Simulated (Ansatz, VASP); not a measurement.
**One calculation of InSe, two programs**

File INCAR:

```
SYSTEM = InSe
PREC = Accurate
ENCUT = 520
EDIFF = 1E-7
ISMEAR = -1
SIGMA = 0.05
LREAL = .False.
LASPH = .True.
NELM = 80
ALGO = Normal
ISIF = 2
LWAVE = .False.
LCHARG = .False.
GGA = PS
NBANDS = 48
```

KPOINTS

```
Automatic mesh
0
Gamma
  6 6 2
  0 0 0
```

File POSCAR:

```
InSe
1.0
    4.2092224877      0.0000000000      0.0000000000
   -2.1046112439      3.6452936046      0.0000000000
    0.0000000000      0.0000000000     18.0520649100
In Se
4 4
Direct
    0.3333333333      0.6666666667      0.0773904900
    0.3333333333      0.6666666667      0.9226095100
    0.0000000000      0.0000000000      0.4226063200
    0.0000000000      0.0000000000      0.5773936800
    0.3333333333      0.6666666667      0.3529842800
    0.3333333333      0.6666666667      0.6470157200
    0.6666666667      0.3333333333      0.1469999300
    0.6666666667      0.3333333333      0.8530000700
```

Contents of input.yaml:

```yaml
crystal:
  lattice:
    - [4.2092224877, 0.0, 0.0]
    - [-2.1046112439, 3.6452936046, 0.0]
    - [0.0, 0.0, 18.05206491]
  atoms:
    - { symbol: In, position: [0.3333333333, 0.6666666667, 0.07739049] }
    - { symbol: In, position: [0.3333333333, 0.6666666667, 0.92260951] }
    - { symbol: In, position: [0.0, 0.0, 0.42260632] }
    - { symbol: In, position: [0.0, 0.0, 0.57739368] }
    - { symbol: Se, position: [0.3333333333, 0.6666666667, 0.35298428] }
    - { symbol: Se, position: [0.3333333333, 0.6666666667, 0.64701572] }
    - { symbol: Se, position: [0.6666666667, 0.3333333333, 0.14699993] }
    - { symbol: Se, position: [0.6666666667, 0.3333333333, 0.85300007] }
hamiltonian:
  xc: pbesol
  pseudopotentials: { kind: paw }
kpoints:
  mp_grid: { grid: [6, 6, 2] }
  band_path:
    path:
      - [[0.0, 0.0, 0.0], [0.5, 0.0, 0.0], [0.3333333333, 0.3333333333, 0.0], [0.0, 0.0, 0.0], [0.0, 0.0, 0.5], [0.5, 0.0, 0.5], [0.3333333333, 0.3333333333, 0.5], [0.0, 0.0, 0.5]]
      - [[0.5, 0.0, 0.5], [0.5, 0.0, 0.0]]
      - [[0.3333333333, 0.3333333333, 0.0], [0.3333333333, 0.3333333333, 0.5]]
    npoints: 10
scf:
  occupations: { method: fermi_dirac, width: 0.05 }
  n_extra_bands: 20
output:
  forces: true
  stress: true
  eigenvalues: true
  fatbands: false
  write_density: true
  write_potential: true
  elf: true
  volumetric_format: npy
```

Alike in both runs: functional PBEsol; k mesh 6 × 6 × 2; occupations fermi-dirac, width 0.05 eV; no spin polarisation.

|  | VASP | Ansatz |
| --- | --- | --- |
| version | VASP 6.6.1 | Ansatz 0.2.0 |
| potentials or method | VASP PAW PBE potentials, release 64 (In_d, Se) | Ansatz PAW |
| plane-wave cutoff (eV) | 520 | 420 |
| valence electrons in the cell | 76 | 116 |
| task | single point | band structure |

```tsv
	VASP	Ansatz	Ansatz less VASP
gap on the k mesh at the Fermi level (eV)	0.23	0.24	+0.011
least direct gap on the mesh (eV)	0.23	0.24	+0.011
pressure (GPa)	-3.6	-3.6	-0.03
traceless stress, the component that is largest in VASP (GPa)	1.70	1.71	+0.010
rms of the force components (eV/Å)	0.256	0.264	+0.0087
```

VASP's potentials were made for PBE, not for PBEsol. Atom by atom the forces differ by 0.009 eV/Å (rms over components). The functional is the same, so the differences come from potentials, cutoffs and numerics. VASP's potentials hold 76 valence electrons a cell and Ansatz's 116, so a difference there can come from the potentials and not from the codes.
